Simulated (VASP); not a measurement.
# MnHg (Pm-3m) in VASP: notebook

Runs on MnHg. Level: PBEsol. Tasks: single point.

All numbers are computed with VASP 6.6.1; they aren't measurements. Logs are shortened: lines on timing, memory, paths and dates and some standing lists are left out, and cuts for length are marked.

**1. The cell of the first run**

The structure is cubic, space group Pm-3m (No. 221). The conventional cell has a = 3.503 Å, b = 3.503 Å, c = 3.503 Å, α = 90.00°, β = 90.00°, γ = 90.00°. Within 4.0 Å of Mn (site symmetry m-3m) lie 8 Hg at 3.03 Å and 6 Mn at 3.50 Å. Hg (site symmetry m-3m) has 8 Mn at 3.03 Å and 6 Hg at 3.50 Å within 4.0 Å.

**2. Single point, PBEsol, collinear spin, ferromagnetic start**

Input file INCAR:

```
SYSTEM = MnHg
PREC = Accurate
ENCUT = 520
EDIFF = 1E-6
ISMEAR = 0
SIGMA = 0.1
LREAL = .False.
LASPH = .True.
NELM = 150
ALGO = Normal
ISIF = 2
LWAVE = .False.
LCHARG = .False.
ISPIN = 2
MAGMOM = 4 0
LORBIT = 11
LMAXMIX = 4
GGA = PS
NBANDS = 24
```

Input file KPOINTS:

```
Automatic mesh
0
Gamma
  12 12 12
  0 0 0
```

Input file POSCAR:

```
MnHg
1.0
    3.5030327844      0.0000000000      0.0000000000
    0.0000000000      3.5030327844      0.0000000000
    0.0000000000      0.0000000000      3.5030327844
Mn Hg
1 1
Direct
    0.5000000000      0.5000000000      0.5000000000
    0.0000000000      0.0000000000      0.0000000000
```

Potentials or basis: VASP PAW PBE potentials, release 64 (Mn_pv, Hg).

Command:

```
$ cat potpaw_PBE.64/Mn_pv/POTCAR potpaw_PBE.64/Hg/POTCAR > POTCAR
$ mpirun -np 1 vasp_std > vasp.out
```

OUTCAR:

```text
SYSTEM = MnHg
   PREC = Accurate
   ENCUT = 520
   EDIFF = 1E-6
   ISMEAR = 0
   LREAL = .False.
   LASPH = .True.
   NELM = 150
   ISIF = 2
   ISPIN = 2
   LORBIT = 11
   GGA = PS

 ion  position               nearest neighbor table
   1  0.500  0.500  0.500-   2 3.03   2 3.03   2 3.03   2 3.03   2 3.03   2 3.03   2 3.03   2 3.03

   2  0.000  0.000  0.000-   1 3.03   1 3.03   1 3.03   1 3.03   1 3.03   1 3.03   1 3.03   1 3.03

  LATTYP: Found a simple cubic cell.
 ALAT       =     3.5030327844

  Lattice vectors:

 A1 = (   3.5030327844,   0.0000000000,   0.0000000000)
 A2 = (   0.0000000000,   3.5030327844,   0.0000000000)
 A3 = (   0.0000000000,   0.0000000000,   3.5030327844)

Analysis of symmetry for initial positions (statically):
=====================================================================
 Subroutine PRICEL returns:
 Original cell was already a primitive cell.

 Routine SETGRP: Setting up the symmetry group for a
 simple cubic supercell.

 Subroutine GETGRP returns: Found 48 space group operations
 (whereof 48 operations were pure point group operations)
 out of a pool of 48 trial point group operations.

The static configuration has the point symmetry O_h .

Analysis of symmetry for dynamics (positions and initial velocities):
=====================================================================
 Subroutine PRICEL returns:
 Original cell was already a primitive cell.

 Routine SETGRP: Setting up the symmetry group for a
 simple cubic supercell.

 Subroutine GETGRP returns: Found 48 space group operations
 (whereof 48 operations were pure point group operations)
 out of a pool of 48 trial point group operations.

The dynamic configuration has the point symmetry O_h .

Analysis of structural, dynamic, and magnetic symmetry:
=====================================================================
 Subroutine PRICEL returns:
 Original cell was already a primitive cell.

 Routine SETGRP: Setting up the symmetry group for a
 simple cubic supercell.

 Subroutine GETGRP returns: Found 48 space group operations
 (whereof 48 operations were pure point group operations)
 out of a pool of 48 trial point group operations.

The overall configuration has the point symmetry O_h .

 Subroutine INISYM returns: Found 48 space group operations
 (whereof 48 operations are pure point group operations),
 and found     1 'primitive' translations

[... 115 lines left out ...]
  volume/ion in A,a.u.               =      21.49       145.04
  Fermi-wavevector in a.u.,A,eV,Ry     =   1.366503  2.582316 25.406578  1.867331
  Thomas-Fermi vector in A             =   2.492638
   LORBIT       =     11    0 simple, 1 ext, 2 COOP (PROOUT), +10 PAW based schemes
   GGA     = PS    functional components
   LHFCALC =     F    Hartree Fock is set to
   AEXX    =    0.0000 exact exchange contribution
   IVDW    =     0    specifies the selected vdW correction
   LEPSILON=     F    determine dielectric tensor
   LRPA    =     F    only Hartree local field effects (RPA)
 spin polarized calculation
 Gauss-broadening in eV      SIGMA  =   0.10
  energy-cutoff  :      520.00
  volume of cell :       42.99
 maximum number of plane-waves:      1189
 NGX is ok and might be reduce to    28

 number of electron      25.0000015 magnetization       4.1931636

 Free energy of the ion-electron system (eV)
  ---------------------------------------------------
  ext. energy  EPLUGINS =         0.00000000
  ---------------------------------------------------
  free energy    TOTEN  =        -9.19572737 eV

  energy without entropy =       -9.18961686  energy(sigma->0) =       -9.19267211

 E-fermi :   3.9908     XC(G=0): -10.9650

 val. band max:        3.9873807826   @ k =   0.3333   0.2500   0.0000
 cond. band min:       3.9979117921   @ k =   0.3333   0.2500   0.0833
 fundamental gap:      0.0105310096
 Fermi energy:         3.9907699123

 spin component 1

 k-point     1 :       0.0000    0.0000    0.0000
  band No.  band energies     occupation
      1     -46.3491      1.00000
      2     -46.3491      1.00000
      3     -46.3491      1.00000
      4      -4.6502      1.00000
      5      -3.5690      1.00000
      6      -3.5690      1.00000
[... 637 lines left out ...]
     23      19.6374      0.00000
     24      20.9066      0.00000

 [... further k-points ...]

 spin component 2

 k-point     1 :       0.0000    0.0000    0.0000
  band No.  band energies     occupation
      1     -42.0856      1.00000
      2     -42.0856      1.00000
      3     -42.0856      1.00000
      4      -4.3855      1.00000
      5      -3.5461      1.00000
      6      -3.5461      1.00000
[... 637 lines left out ...]
     23      20.2266      0.00000
     24      21.6274      0.00000

 [... further k-points ...]

------------------------ aborting loop because EDIFF is reached ----------------------------------------

  FORCE on cell =-STRESS in cart. coord.  units (eV):
  Direction    XX          YY          ZZ          XY          YZ          ZX
  --------------------------------------------------------------------------------------
  -------------------------------------------------------------------------------------
  Total       -3.0853170     -3.0853170     -3.0853170     -0.0000000     -0.0000000     -0.0000000
  in kB     -114.9946845   -114.9946845   -114.9946845     -0.0000000     -0.0000000     -0.0000000
  external PRESSURE =    -114.9946845 kB  Pullay stress =       0.0000000 kB

 VOLUME and BASIS-vectors are now :
 -----------------------------------------------------------------------------
  energy-cutoff  :      520.00
  volume of cell :       42.99
      direct lattice vectors                 reciprocal lattice vectors
     3.503032784  0.000000000  0.000000000     0.285466926  0.000000000  0.000000000
     0.000000000  3.503032784  0.000000000     0.000000000  0.285466926  0.000000000
     0.000000000  0.000000000  3.503032784     0.000000000  0.000000000  0.285466926

 POSITION                                       TOTAL-FORCE (eV/Angst)
 -----------------------------------------------------------------------------------
      1.75152      1.75152      1.75152         0.000000      0.000000      0.000000
      0.00000      0.00000      0.00000         0.000000      0.000000      0.000000
 -----------------------------------------------------------------------------------
    total drift:                                0.000000      0.000000      0.000000

  FREE ENERGIE OF THE ION-ELECTRON SYSTEM (eV)
  ---------------------------------------------------
  free  energy   TOTEN  =        -9.1957273654 eV

  energy  without entropy=       -9.1896168560  energy(sigma->0) =       -9.19267211

 total charge

# of ion       s       p       d       tot
------------------------------------------
    1        0.238   6.126   4.912  11.276
    2        0.824   0.396   9.249  10.469
--------------------------------------------------
tot          1.063   6.522  14.161  21.745

 magnetization (x)

# of ion       s       p       d       tot
------------------------------------------
    1        0.032   0.014   4.007   4.053
    2       -0.018  -0.052   0.034  -0.035
--------------------------------------------------
tot          0.014  -0.038   4.041   4.018
```

Run time: 62 s. Hardware: 1 thread of Intel Xeon 6975P-C (Granite Rapids), shared host; peak memory 0.26 GiB.

What came out:

| Item | Value |
| --- | --- |
| Free energy | -9.1957 eV |
| Pressure | -11.5 GPa |
| Net moment | 4.19 μB per cell |
| Site moments | Mn +4.05; Hg -0.04 μB |
| Valence electrons inside the program's atomic spheres | Mn 11.28; Hg 10.47 |

Caveat: the cell stands under tension; the PAW data sets were made with another functional, which shifts forces and pressure a little; spin-orbit coupling is left out, which moves the levels of the heavy elements.

**3. Single point, PBEsol, collinear spin, antiferromagnetic start**

This run uses another cell than the first one: it holds 4 atoms, not 2.

Input file INCAR:

```
PREC = Accurate ; ENCUT = 520
EDIFF = 1E-7 ; ISMEAR = 0
SIGMA = 0.1 ; LREAL = F
LASPH = T ; NELM = 150
ALGO = Fast ; ISIF = 2
LWAVE = F ; LCHARG = F
ISPIN = 2 ; MAGMOM = 4 -4 0 0
LORBIT = 11 ; LMAXMIX = 4
GGA = PS ; NBANDS = 37
```

Input file KPOINTS:

```
Automatic mesh
0
Gamma
  12 12 6
```

Input file POSCAR:

```
MnHg
1.0
    3.0773733967      0.0000000000      3.0773733967
    0.0000000000      3.0773733967      3.0773733967
    0.0000000000      0.0000000000      6.1547467934
Mn Hg
2 2
Direct
    0.5000000000      0.5000000000      0.7500000000
    0.5000000000      0.5000000000      0.2500000000
    0.0000000000      0.0000000000      0.0000000000
    0.0000000000      0.0000000000      0.5000000000
```

Potentials or basis: VASP PAW PBE potentials, release 64 (Mn_pv, Hg).

Command:

```
$ cat potpaw_PBE.64/Mn_pv/POTCAR potpaw_PBE.64/Hg/POTCAR > POTCAR
$ mpirun -np 1 vasp_std > vasp.out
```

It took 1.7 min on 1 thread of Intel Xeon 6975P-C (Granite Rapids), shared host; peak memory 0.34 GiB.

The run converged. Its results:

```yaml
Free_energy: -18.8328 eV
Pressure: 21.5 GPa
Band_gap_on_the_k_mesh: zero (filled and empty bands overlap)
Net_moment: 0.00 μB per cell
Site_moments: Mn +3.29, -3.29; Hg +0.00 μB
Valence_electrons_inside_the_program's_atomic_spheres: Mn 11.66; Hg 10.83
```

Levels at points of the mesh, in eV from the Fermi level:
Spin up:
| k point | band 23 | band 24 | band 25 | band 26 | band 27 | band 28 |
| --- | --- | --- | --- | --- | --- | --- |
| (0.00, 0.00, 0.00) | 0.14 | 0.14 | 0.14 | 1.04 | 1.04 | 1.59 |
| (0.50, 0.00, 0.00) | -2.04 | -2.04 | -1.87 | -0.66 | 0.77 | 0.77 |
| (0.00, 0.00, 0.50) | -1.90 | -0.60 | -0.60 | 0.51 | 0.67 | 0.67 |
Spin down:
| k point | band 23 | band 24 | band 25 | band 26 | band 27 | band 28 |
| --- | --- | --- | --- | --- | --- | --- |
| (0.00, 0.00, 0.00) | 0.14 | 0.14 | 0.14 | 1.04 | 1.04 | 1.59 |
| (0.50, 0.00, 0.00) | -2.04 | -2.04 | -1.87 | -0.66 | 0.77 | 0.77 |
| (0.00, 0.00, 0.50) | -1.90 | -0.60 | -0.60 | 0.51 | 0.67 | 0.67 |

Caveat: the cell stands under pressure; the PAW data sets were made with another functional, which shifts forces and pressure a little; spin-orbit coupling is left out, which moves the levels of the heavy elements.
